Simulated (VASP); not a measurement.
The system is KI.

```xyz
2
Lattice="0.0000 3.9659 3.9659 3.9659 0.0000 3.9659 3.9659 3.9659 0.0000" Properties=species:S:1:pos:R:3 pbc="T T T"
K     0.0000    0.0000    0.0000
I     1.9829    1.9829    1.9829
```

Base run:

```yaml
Program: VASP 6.6.1
Functional: r2SCAN
Potentials_or_basis: VASP PAW PBE potentials, release 64 (K_sv, I)
Cutoff: 520 eV
k_mesh: 4 × 4 × 4
Occupations: gaussian, width 0.01 eV
Spin: no spin polarisation
```

Its results: band gap on the k mesh 4.47 eV; pressure 0.0 GPa.

Problem. The run is repeated on the same cell with these changes: functional from r2SCAN to PBE. What comes out?

Solution. Band gap on the k mesh 3.93 eV; pressure 0.2 GPa.

Caveats: spin-orbit coupling is left out, which moves the levels of the heavy elements; the PAW data sets were made with another functional, which shifts forces and pressure a little (at least some runs).

